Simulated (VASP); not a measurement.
Write the native input for VASP 6.6.1 that does the following.

| Property | Result |
| --- | --- |
| Task | electric field gradients |
| Functional | LDA |
| Potentials or basis | VASP PAW LDA potentials, release 64 (B_h, N_h) |
| Cutoff | 910 eV |
| k mesh | 11 × 11 × 11 |
| Occupations | fermi-dirac, width 0.02 eV |
| Spin | no spin polarisation |
| Dipole correction | no |
| Second run | hard_potentials |
| Further INCAR settings | ALGO = Normal; EDIFF = 1e-08; NBANDS = 11 |

The structure of BN lies in POSCAR:

```
BN
1.0
    0.0000000000      1.7706018915      1.7706018915
    1.7706018915      0.0000000000      1.7706018915
    1.7706018915      1.7706018915      0.0000000000
B N
1 1
Direct
    0.0000000000      0.0000000000      0.0000000000
    0.7500000000      0.7500000000      0.7500000000
```

This cell differs from its parent crystal: volume scaled by 0.94.

These files were run (other wordings do the same):

INCAR

```
PREC = Accurate
ENCUT = 910
EDIFF = 1E-8
ISMEAR = -1
SIGMA = 0.02
LREAL = F
LASPH = T
NELM = 120
ALGO = Normal
ISIF = 2
LWAVE = F
LCHARG = F
LEFG = T
NBANDS = 11
GGA_COMPAT = F
```

KPOINTS

```
regular mesh
0
Gamma
  11 11 11
```

Potentials or basis: VASP PAW LDA potentials, release 64 (B_h, N_h).

Command:

```bash
$ cat potpaw_LDA.64/B_h/POTCAR potpaw_LDA.64/N_h/POTCAR > POTCAR
$ mpirun -np 1 vasp_std > vasp.out
```

It gave:

- Pressure: 14.7 GPa
- Band gap on the k mesh: 4.53 eV, indirect (least direct gap 8.98 eV)

Caveat: the cutoff is under 1.25 times the usual one of these potentials, so pressure, stress and relaxed cells hold a basis-set (Pulay) error; without QUAD_EFG the Cq values of the log hold for a quadrupole moment of 1 mb, not for the nuclei.

Run time: 13 s on 1 thread of Intel(R) Xeon(R) Platinum 8488C (Sapphire Rapids), on a shared host, peak memory 0.14 GiB.
